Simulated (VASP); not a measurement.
Set up this calculation in VASP 6.6.1, as the native input.

* Task: single point
* Functional: r2SCAN
* Potentials or basis: VASP PAW PBE potentials, release 64 (Ba_sv, Hf_pv, O)
* Cutoff: 520 eV
* k mesh: 6 × 6 × 6
* Occupations: gaussian, width 0.01 eV
* Spin: no spin polarisation
* Dipole correction: no
* Further INCAR settings: ALGO = Normal; EDIFF = 1e-06; NBANDS = 27

BaHfO3:

```
Ba Hf O
1.0
     4.17705    0.00000    0.00000
     0.00000    4.17705    0.00000
     0.00000    0.00000    4.17705
Ba Hf O
1 1 3
Direct
  0.50000 0.50000 0.99800
  0.00000 0.00000 0.49799
  0.00000 0.50000 0.49801
  0.50000 0.00000 0.49801
  0.00000 0.00000 0.99800
```

One way to write it, as run:

POSCAR

```
BaHfO3
1.0
    4.1770517715      0.0000000000      0.0000000000
    0.0000000000      4.1770517715      0.0000000000
    0.0000000000      0.0000000000      4.1770487576
Ba Hf O
1 1 3
Direct
    0.5000000000      0.5000000000      0.9979971679
    0.0000000000      0.0000000000      0.4979944650
    0.0000000000      0.5000000000      0.4980131177
    0.5000000000      0.0000000000      0.4980131177
    0.0000000000      0.0000000000      0.9980039217
```

INCAR.step1

```
SYSTEM = BaHfO3
ALGO = Normal
EDIFF = 1E-4
ENCUT = 520
GGA = PE
ISMEAR = 0
LASPH = .True.
LCHARG = .False.
LREAL = .False.
LWAVE = .True.
NBANDS = 27
NELM = 60
PREC = Accurate
SIGMA = 0.01
```

INCAR.step2

```
SYSTEM = BaHfO3
ALGO = Normal
EDIFF = 1E-6
ENCUT = 520
ISIF = 2
ISMEAR = 0
ISTART = 1
LASPH = .True.
LCHARG = .False.
LMIXTAU = .True.
LREAL = .False.
LWAVE = .False.
METAGGA = R2SCAN
NBANDS = 27
NELM = 60
PREC = Accurate
SIGMA = 0.01
```

KPOINTS

```
k-points
0
Gamma
  6 6 6
  0 0 0
```

Potentials or basis: VASP PAW PBE potentials, release 64 (Ba_sv, Hf_pv, O).

Command:

```console
$ cat potpaw_PBE.64/Ba_sv/POTCAR potpaw_PBE.64/Hf_pv/POTCAR potpaw_PBE.64/O/POTCAR > POTCAR
$ cp INCAR.step1 INCAR
$ mpirun -np 1 vasp_std > vasp.out
$ cp INCAR.step2 INCAR
$ mpirun -np 1 vasp_std > vasp.out
```

It gave:

| Property | Result |
| --- | --- |
| Pressure | -0.7 GPa |
| Band gap on the k mesh | 4.11 eV, indirect (least direct gap 4.35 eV) |

Caveat: the PAW data sets were made with another functional, which shifts forces and pressure a little; spin-orbit coupling is left out, which moves the levels of the heavy elements.

Run time: 2.3 min on 1 thread of AMD EPYC 9R45 96-Core Processor (Zen 5) (shared host), peak memory 0.21 GiB.
